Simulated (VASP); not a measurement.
# Na16H (a cell with a defect) in VASP: single point with PBE

Aim: the single point of Na16H (a cell with a defect) with PBE.

Program: VASP 6.6.1. These are calculated values, not measurements. Logs are shortened: lines on timing, memory, paths and dates and some standing lists are left out, and cuts for length are marked.

## (1) The cell of the first run

The cell holds a defect, 17 atoms: a = 8.460 Å, b = 8.460 Å, c = 8.460 Å, α = 90.00°, β = 90.00°, γ = 90.00°.

## (2) Single point, PBE

File INCAR:

```
SYSTEM = Na16H
  ALGO = Normal
  EDIFF = 1E-6
  ENCUT = 520
  GGA = PE
  ISIF = 2
  ISMEAR = -1
  LASPH = .TRUE.
  LCHARG = .FALSE.
  LREAL = Auto
  LWAVE = .FALSE.
  NBANDS = 70
  NELM = 100
  PREC = Accurate
  SIGMA = 0.05
```

File KPOINTS:

```
k-points
0
G
  2 2 2
  0 0 0
```

File POSCAR:

```
Na16H
1.0
    8.4600000000      0.0000000000      0.0000000000
    0.0000000000      8.4600000000      0.0000000000
    0.0000000000      0.0000000000      8.4600000000
Na H
16 1
Direct
    0.0017416928     -0.0014254163     -0.0015498524
    0.5045385114     -0.0009126728      0.0024770152
   -0.0058135765      0.5002495339     -0.0080782830
    0.0020272359     -0.0014138624      0.5025660659
    0.2454506288      0.2471471420      0.2506124514
    0.4927045421      0.4994206787      0.0013320289
    0.5042376688     -0.0009059000      0.4985119144
    0.7482701295      0.2512515828      0.2509184257
   -0.0071148068      0.5002492571      0.5104533756
    0.2459260022      0.7513280268      0.2506036062
    0.2568638812      0.2487143811      0.7503905151
    0.4919126040      0.4994399431      0.4989070930
    0.7478198613      0.7471780866      0.2509003936
    0.7557030212      0.2581562501      0.7498328157
    0.2581326626      0.7509935780      0.7503727324
    0.7576811552      0.7382802490      0.7498291969
    0.8760407864      0.5013466422      0.7488442053
```

Potentials or basis: VASP PAW PBE potentials, release 64 (Na_pv, H).

Started as:

```console
cat potpaw_PBE.64/Na_pv/POTCAR potpaw_PBE.64/H/POTCAR > POTCAR
mpirun -np 1 vasp_std > vasp.out
```

OUTCAR:

```text
SYSTEM = Na16H
   EDIFF = 1E-6
   ENCUT = 520
   GGA = PE
   ISIF = 2
   ISMEAR = -1
   LASPH = .TRUE.
   LREAL = Auto
   NELM = 100
   PREC = Accurate

 ion  position               nearest neighbor table
   1  0.002  0.999  0.998-
   2  0.505  0.999  0.002-
   3  0.994  0.500  0.992-
   4  0.002  0.999  0.503-
   5  0.245  0.247  0.251-
   6  0.493  0.499  0.001-
[... 9 lines left out ...]
  16  0.758  0.738  0.750-
  17  0.876  0.501  0.749-

  LATTYP: Found a simple cubic cell.
 ALAT       =     8.4600000000

  Lattice vectors:

 A1 = (   8.4600000000,   0.0000000000,   0.0000000000)
 A2 = (   0.0000000000,   8.4600000000,   0.0000000000)
 A3 = (   0.0000000000,   0.0000000000,   8.4600000000)

Analysis of symmetry for initial positions (statically):
=====================================================================
 Subroutine PRICEL returns:
 Original cell was already a primitive cell.

 Routine SETGRP: Setting up the symmetry group for a
 simple cubic supercell.

 Subroutine GETGRP returns: Found  1 space group operations
 (whereof  1 operations were pure point group operations)
 out of a pool of 48 trial point group operations.

The static configuration has the point symmetry C_1 .

Analysis of symmetry for dynamics (positions and initial velocities):
=====================================================================
 Subroutine PRICEL returns:
 Original cell was already a primitive cell.

 Routine SETGRP: Setting up the symmetry group for a
 simple cubic supercell.

 Subroutine GETGRP returns: Found  1 space group operations
 (whereof  1 operations were pure point group operations)
 out of a pool of 48 trial point group operations.

The dynamic configuration has the point symmetry C_1 .

 Subroutine INISYM returns: Found  1 space group operations
 (whereof  1 operations are pure point group operations),
 and found     1 'primitive' translations

----------------------------------------------------------------------------------------

                                     Primitive cell

  volume of cell :     605.4957

  direct lattice vectors                    reciprocal lattice vectors
     8.460000000  0.000000000  0.000000000     0.118203310  0.000000000  0.000000000
     0.000000000  8.460000000  0.000000000     0.000000000  0.118203310  0.000000000
     0.000000000  0.000000000  8.460000000     0.000000000  0.000000000  0.118203310

  length of vectors
     8.460000000  8.460000000  8.460000000     0.118203310  0.118203310  0.118203310

  position of ions in fractional coordinates (direct lattice)
     0.001741693  0.998574584  0.998450148
     0.504538511  0.999087327  0.002477015
     0.994186423  0.500249534  0.991921717
     0.002027236  0.998586138  0.502566066
     0.245450629  0.247147142  0.250612451
     0.492704542  0.499420679  0.001332029
[... 9 lines left out ...]
     0.757681155  0.738280249  0.749829197
     0.876040786  0.501346642  0.748844205

  ion indices of the primitive-cell ions
   primitive index   ion index
                 1           1
                 2           2
                 3           3
                 4           4
                 5           5
                 6           6
[... 9 lines left out ...]
                16          16
                17          17

----------------------------------------------------------------------------------------

 KPOINTS: k-points

Automatic generation of k-mesh.
 Grid dimensions read from file:
 generate k-points for:    2    2    2

 Generating k-lattice:

  Cartesian coordinates                     Fractional coordinates (reciprocal lattice)
     0.059101655  0.000000000  0.000000000     0.500000000  0.000000000  0.000000000
     0.000000000  0.059101655  0.000000000     0.000000000  0.500000000  0.000000000
     0.000000000  0.000000000  0.059101655     0.000000000  0.000000000  0.500000000

  Length of vectors
     0.059101655  0.059101655  0.059101655

  Shift w.r.t. Gamma in fractional coordinates (k-lattice)
     0.000000000  0.000000000  0.000000000

 Subroutine IBZKPT returns following result:
 ===========================================

 Found      8 irreducible k-points:

 Following reciprocal coordinates:
            Coordinates               Weight
  0.000000  0.000000  0.000000      1.000000
  0.500000  0.000000  0.000000      1.000000
  0.000000  0.500000  0.000000      1.000000
  0.000000  0.000000  0.500000      1.000000
  0.500000  0.500000  0.000000      1.000000
  0.000000  0.500000  0.500000      1.000000
  0.500000  0.000000  0.500000      1.000000
  0.500000  0.500000  0.500000      1.000000
   k-points           NKPTS =      8   k-points in BZ     NKDIM =      8   number of bands    NBANDS=     70
   number of dos      NEDOS =    301   number of ions     NIONS =     17
   total plane-waves  NPLWV = 262144
   dimension x,y,z NGX =    64 NGY =   64 NGZ =   64
   dimension x,y,z NGXF=   128 NGYF=  128 NGZF=  128
   ions per type =              16   1
   NGX,Y,Z   is equivalent  to a cutoff of  12.58, 12.58, 12.58 a.u.
   NGXF,Y,Z  is equivalent  to a cutoff of  25.15, 25.15, 25.15 a.u.
 SYSTEM =  Na16H
   PREC   = accura    normal or accurate (medium, high low for compatibility)
   ISTART =      0    job   : 0-new  1-cont  2-samecut
   ICHARG =      2    charge: 1-file 2-atom 10-const
   ISPIN  =      1    spin polarized calculation?
   LNONCOLLINEAR =      F non collinear calculations
   LSORBIT =      F    spin-orbit coupling
   LASPH  =      T    aspherical Exc in radial PAW
   ENCUT  =  520.0 eV  38.22 Ry    6.18 a.u.  15.73 15.73 15.73*2*pi/ulx,y,z
   NELM   =    100;   NELMIN=  2; NELMDL= -5     # of ELM steps
   EDIFF  = 0.1E-05   stopping-criterion for ELM
   LREAL  =      T    real-space projection
   EDIFFG = 0.1E-04   stopping-criterion for IOM
   NSW    =      0    number of steps for IOM
   IBRION =     -1    ionic relax: 0-MD 1-quasi-New 2-CG
   NFREE  =      0    steps in history (QN), initial steepest desc. (CG)
   ISIF   =      2    stress and relaxation
   ISYM   =      2    0-nonsym 1-usesym 2-fastsym
   POTIM  = 0.5000    time-step for ionic-motion
   TEBEG  =    0.0;   TEEND  =   0.0 temperature during run
   PSTRESS=    0.0 pullay stress
   NELECT =     113.0000    total number of electrons
   NUPDOWN=      -1.0000    fix difference up-down
   EMIN   =  10.00;   EMAX   =-10.00  energy-range for DOS
   EFERMI =   0.00;   METHOD = LEGACY
   ISMEAR =    -1;   SIGMA  =   0.05  broadening in eV -4-tet -1-fermi 0-gaus
   EFERMI_NEDOS =   21; number of points for ismear=-14 and -15
   IALGO  =     38    algorithm
   IMIX   =      4    mixing-type and parameters
     AMIX     =   0.40;   BMIX     =  1.00
     AMIX_MAG =   1.60;   BMIX_MAG =  1.00
  volume/ion in A,a.u.               =      35.62       240.36
  Fermi-wavevector in a.u.,A,eV,Ry     =   0.935543  1.767921 11.908383  0.875241
  Thomas-Fermi vector in A             =   2.062462
   LORBIT       =      0    0 simple, 1 ext, 2 COOP (PROOUT), +10 PAW based schemes
   GGA     = PE    functional components
   LHFCALC =     F    Hartree Fock is set to
   AEXX    =    0.0000 exact exchange contribution
   IVDW    =     0    specifies the selected vdW correction
   LEPSILON=     F    determine dielectric tensor
   LRPA    =     F    only Hartree local field effects (RPA)
 non-spin polarized calculation
  energy-cutoff  :      520.00
  volume of cell :      605.50
 maximum number of plane-waves:     16384
 NGX is ok and might be reduce to    64
   NGX = 31   NGY = 31   NGZ = 31

 number of electron     112.9999994 magnetization

 Free energy of the ion-electron system (eV)
  ---------------------------------------------------
  ext. energy  EPLUGINS =         0.00000000
  ---------------------------------------------------
  free energy    TOTEN  =       -23.98947249 eV

  energy without entropy =      -23.81910654  energy(sigma->0) =      -23.90428952

 E-fermi :   0.1786     XC(G=0):  -6.4704

 val. band max:        0.0040956423   @ k =   0.0000   0.0000   0.0000
 cond. band min:       0.1957289919   @ k =   0.5000   0.5000   0.0000
 fundamental gap:      0.1916333496
 Fermi energy:         0.1786093853

 k-point     1 :       0.0000    0.0000    0.0000
  band No.  band energies     occupation
      1     -24.6959      2.00000
      2     -24.6931      2.00000
      3     -24.6913      2.00000
      4     -24.6899      2.00000
      5     -24.6886      2.00000
      6     -24.6863      2.00000
[... 60 lines left out ...]
     67       1.4839      0.00000
     68       2.4376      0.00000

 k-point     2 :       0.5000    0.0000    0.0000
  band No.  band energies     occupation
      1     -24.6958      2.00000
      2     -24.6930      2.00000
      3     -24.6910      2.00000
      4     -24.6897      2.00000
      5     -24.6884      2.00000
      6     -24.6862      2.00000
[... 60 lines left out ...]
     67       1.9907      0.00000
     68       1.9908      0.00000

 k-point     3 :       0.0000    0.5000    0.0000
  band No.  band energies     occupation
      1     -24.6952      2.00000
      2     -24.6930      2.00000
      3     -24.6906      2.00000
      4     -24.6897      2.00000
      5     -24.6883      2.00000
      6     -24.6862      2.00000
[... 344 lines left out ...]
     67       2.5051      0.00000
     68       2.5218      0.00000

 k-point     8 :       0.5000    0.5000    0.5000
  band No.  band energies     occupation
      1     -24.6950      2.00000
      2     -24.6920      2.00000
      3     -24.6907      2.00000
      4     -24.6891      2.00000
      5     -24.6880      2.00000
      6     -24.6865      2.00000
[... 60 lines left out ...]
     67       2.4991      0.00000
     68       2.5100      0.00000
 [bands above 68 left out]

------------------------ aborting loop because EDIFF is reached ----------------------------------------

  FORCE on cell =-STRESS in cart. coord.  units (eV):
  Direction    XX          YY          ZZ          XY          YZ          ZX
  --------------------------------------------------------------------------------------
  -------------------------------------------------------------------------------------
  Total       -0.5398560     -0.4566241     -0.4542326     -0.0428854      0.0004545     -0.0314644
  in kB       -1.4284907     -1.2082544     -1.2019263     -0.1134773      0.0012025     -0.0832565
  external PRESSURE =      -1.2795571 kB  Pullay stress =       0.0000000 kB

 VOLUME and BASIS-vectors are now :
 -----------------------------------------------------------------------------
  energy-cutoff  :      520.00
  volume of cell :      605.50
      direct lattice vectors                 reciprocal lattice vectors
     8.460000000  0.000000000  0.000000000     0.118203310  0.000000000  0.000000000
     0.000000000  8.460000000  0.000000000     0.000000000  0.118203310  0.000000000
     0.000000000  0.000000000  8.460000000     0.000000000  0.000000000  0.118203310

 POSITION                                       TOTAL-FORCE (eV/Angst)
 -----------------------------------------------------------------------------------
      0.01473      8.44794      8.44689        -0.005049      0.002895     -0.011374
      4.26840      8.45228      0.02096         0.003993      0.000210      0.002705
      8.41082      4.23211      8.39166         0.016518     -0.004739      0.001339
      0.01715      8.44804      4.25171        -0.005328      0.003136      0.010388
      2.07651      2.09086      2.12018        -0.003640     -0.003104     -0.000297
      4.16828      4.22510      0.01127        -0.006792     -0.000710      0.008900
[... 9 lines left out ...]
      6.40998      6.24585      6.34356        -0.045966      0.047233      0.003531
      7.41131      4.24139      6.33522        -0.000378     -0.043853      0.032832
 -----------------------------------------------------------------------------------
    total drift:                               -0.000404     -0.001137      0.000890

  FREE ENERGIE OF THE ION-ELECTRON SYSTEM (eV)
  ---------------------------------------------------
  free  energy   TOTEN  =       -23.9894724885 eV

  energy  without entropy=      -23.8191065423  energy(sigma->0) =      -23.90428952
```

It took 11 min on 1 thread of AMD EPYC 7R13, shared host; peak memory 0.64 GiB.

What came out:

- Free energy: -23.9895 eV
- Pressure: -0.1 GPa
- Largest force: 0.066 eV/Å
- Band gap on the k mesh: zero (an odd number of electrons rules out a gap without spin polarisation)

Forces in eV/Å, atoms in the order of the input:
```
Na  -0.005  0.003 -0.011
Na   0.004  0.000  0.003
Na   0.017 -0.005  0.001
Na  -0.005  0.003  0.010
Na  -0.004 -0.003  0.000
Na  -0.007 -0.001  0.009
Na   0.004  0.000 -0.003
Na   0.005  0.012 -0.002
Na   0.041 -0.005 -0.039
Na  -0.004  0.004  0.000
Na   0.007 -0.009  0.000
Na  -0.005 -0.001 -0.005
Na   0.005 -0.010 -0.002
Na  -0.010  0.005  0.003
Na   0.004  0.003  0.001
Na  -0.046  0.047  0.004
H    0.000 -0.044  0.033
```

Caveat: the k points lie up to 0.37 Å⁻¹ apart, too coarse for converged energies and pressures of a metal.

The gap in the log of VASP goes by the Fermi energy; the results here count the filled bands.